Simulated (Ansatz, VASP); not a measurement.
MoS2: VASP beside Ansatz

The input INCAR:

```
PREC = Accurate ; ENCUT = 520
EDIFF = 1E-6 ; ISMEAR = 0
SIGMA = 0.1 ; LREAL = F
LASPH = T ; NELM = 60
ALGO = Normal ; ISIF = 2
LWAVE = F ; LCHARG = F
LDIPOL = T ; IDIPOL = 3
DIPOL = 0.5 0.5 0.398 ; GGA = PE
IVDW = 12 ; NBANDS = 35
```

The input KPOINTS:

```
regular mesh
0
Gamma
  12 12 1
```

Contents of POSCAR:

```
MoS2
1.0
    3.1346592718      0.0000000000      0.0000000000
   -1.5673296359      2.7146945616      0.0000000000
    0.0000000000      0.0000000000     23.9375765674
S Mo
4 2
Direct
    0.0000000000      0.0000000000      0.1879889548
    0.3333333333      0.6666666667      0.3224548760
    0.6666666667      0.8333333333      0.4745170528
    1.0000000000      1.5000000000      0.6089829740
    0.6666666667      0.3333333333      0.2552219154
    1.3333333333      1.1666666667      0.5417500134
```

Input for Ansatz:

```yaml
crystal:
  lattice:
    - [3.1346592763, 0.0, 0.0]
    - [-1.5673296382, 2.7146945655, 0.0]
    - [0.0, 0.0, 23.9375766064]
  atoms:
    - { symbol: S, position: [0.0, 0.0, 0.1879889545] }
    - { symbol: Mo, position: [0.6666666667, 0.3333333333, 0.2552219154] }
    - { symbol: S, position: [0.3333333333, 0.6666666667, 0.3224548763] }
    - { symbol: S, position: [0.6666666667, 0.8333333333, 0.4745170528] }
    - { symbol: Mo, position: [1.3333333333, 1.1666666667, 0.5417500137] }
    - { symbol: S, position: [1.0, 1.5, 0.6089829746] }
basis:
  ecutwfc: 420
kpoints:
  mp_grid: { grid: [12, 12, 1] }
hamiltonian:
  xc: pbe
  pseudopotentials: { kind: paw, azcp: { folder: soft_1 } }
  dispersion: d3bj
scf:
  occupations: { method: gaussian, width: 0.1 }
output:
  forces: true
  eigenvalues: true
  write_density: true
  write_potential: true
  elf: true
  volumetric_format: npy
efield:
  axis: 3
  dipole_correction: true
  ramp_width: 0.04
```

Alike in both runs: task single point; functional PBE; dispersion D3(BJ); k mesh 12 × 12 × 1; occupations gaussian, width 0.1 eV; no spin polarisation.

```csv
,VASP,Ansatz
version,VASP 6.6.1,Ansatz 0.2.0
potentials or method,"VASP PAW PBE potentials, release 64 (S, Mo_sv), cutoff 520 eV","scalar-relativistic, plane waves, PAW"
valence electrons in the cell,52,52
```

VASP gave:

| Item | Value |
| --- | --- |
| gap on the k mesh at the Fermi level (eV) | none |
| rms of the force components (eV/Å) | 0.022 |

Problem. Estimate Ansatz's values.

Solution. gap on the k mesh at the Fermi level (eV): none; rms of the force components (eV/Å): 0.024.

A gap of «none» marks a metal or a gap that the smearing closes. Ansatz's warnings: xc potential rough in thin density.
